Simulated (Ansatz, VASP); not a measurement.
# Os: VASP beside Ansatz

INCAR

```
PREC     = Accurate       # precision mode
ENCUT    = 520            # plane-wave cutoff, eV
EDIFF    = 1E-6           # SCF threshold, eV
ISMEAR   = -1             # smearing method
SIGMA    = 0.08           # smearing width, eV
LREAL    = F              # projectors in reciprocal space
LASPH    = T              # aspherical terms in the spheres
NELM     = 100            # most SCF steps
ALGO     = Normal         # electronic algorithm
ISIF     = 2              # what is computed and relaxed
LWAVE    = F              # write WAVECAR
LCHARG   = F              # write CHGCAR
GGA      = PE             # functional
NBANDS   = 15             # bands
```

File KPOINTS:

```
regular mesh
0
Gamma
  17 17 10
```

POSCAR

```
Os
1.0
    2.6939887554      0.0000000000      0.0000000000
   -1.3469943777      2.3330626997      0.0000000000
    0.0000000000      0.0000000000      4.4492910000
Os
2
Direct
    0.3333333333      0.6666666667      0.2500000000
    0.6666666667      0.3333333333      0.7500000000
```

Input for Ansatz:

```yaml
crystal:
  lattice:
    - [2.6939887554, 0.0, 0.0]
    - [-1.3469943777, 2.3330626997, 0.0]
    - [0.0, 0.0, 4.449291]
  atoms:
    - { symbol: Os, position: [0.3333333333, 0.6666666667, 0.25] }
    - { symbol: Os, position: [0.6666666667, 0.3333333333, 0.75] }
kpoints:
  mp_grid: { grid: [17, 17, 10] }
scf:
  occupations: { method: fermi_dirac, width: 0.08 }
hamiltonian:
  xc: pbe
  pseudopotentials: { kind: all_electron, lapw: { basis_error: 0.001 } }
output:
  forces: true
  stress: true
  eigenvalues: true
```

Change from the starting cell: z stretched by +3 % at fixed volume.

Alike in both runs: task single point; functional PBE; k mesh 17 × 17 × 10; occupations fermi-dirac, width 0.08 eV; no spin polarisation.

|  | VASP | Ansatz |
| --- | --- | --- |
| version | VASP 6.6.1 | Ansatz 0.2.0 |
| potentials or method | VASP PAW PBE potentials, release 64 (Os), cutoff 520 eV | all-electron LAPW, scalar-relativistic |

Ansatz gave:

- pressure (GPa): 8.9
- traceless stress, the component that is largest in VASP (GPa): -18.52

**Question.** Estimate VASP's values.

**Answer.** Pressure (GPa): 9.0; traceless stress, the component that is largest in VASP (GPa): -18.42.

Ansatz ran all-electron here, and VASP with PAW potentials.

Neither program's run includes spin-orbit coupling.
